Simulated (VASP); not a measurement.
Write the native input for VASP 6.6.1 that does the following.

- Task: single point
- Functional: PBE
- Potentials or basis: VASP PAW PBE potentials, release 64 (B, P)
- Cutoff: 520 eV
- k mesh: 10 × 10 × 10
- Occupations: gaussian, width 0.05 eV
- Spin: no spin polarisation
- Dipole correction: no
- Further INCAR settings: ALGO = Normal; EDIFF = 1e-07; NBANDS = 11

The structure of BP lies in POSCAR:

```
BP
1.0
    0.0000000000      2.3711050000      2.2690000000
    2.2690000000      0.0000000000      2.2690000000
    2.2690000000      2.3711050000      0.0000000000
B P
1 1
Direct
    0.0000000000      0.0000000000      0.0000000000
    0.7500000000      0.7500000000      0.7500000000
```

This cell differs from its parent crystal: strain +0.0450 x Voigt [0, 1, 0, 0, 0, 0].

One way to write it, as run:

INCAR

```
SYSTEM = BP
ALGO     = Normal         ! electronic algorithm
EDIFF    = 1E-7           ! SCF threshold, eV
ENCUT    = 520            ! plane-wave cutoff, eV
GGA      = PE             ! functional
ISIF     = 2              ! what is computed and relaxed
ISMEAR   = 0              ! smearing method
LASPH    = .TRUE.         ! aspherical terms in the spheres
LCHARG   = .TRUE.         ! write CHGCAR
LELF     = .TRUE.         ! ELF
LREAL    = .FALSE.        ! projectors in reciprocal space
LVHAR    = .TRUE.       
LWAVE    = .FALSE.        ! write WAVECAR
NBANDS   = 11             ! bands
NELM     = 80             ! most SCF steps
PREC     = Accurate       ! precision mode
SIGMA    = 0.05           ! smearing width, eV
```

KPOINTS

```
k-points
0
G
  10 10 10
  0 0 0
```

Potentials or basis: VASP PAW PBE potentials, release 64 (B, P).

Command:

```bash
$ cat potpaw_PBE.64/B/POTCAR potpaw_PBE.64/P/POTCAR > POTCAR
$ mpirun -np 1 vasp_std > vasp.out
```

Results of the run:

* Pressure: -5.8 GPa
* Band gap on the k mesh: 0.97 eV, indirect (least direct gap 3.12 eV)

Caveat: the cell differs from its parent crystal (strain +0.0450 x Voigt [0, 1, 0, 0, 0, 0]).

It took 7.7 s on 1 thread of Intel(R) Xeon(R) 6975P-C (Granite Rapids), with other jobs on the host, peak memory 0.15 GiB.
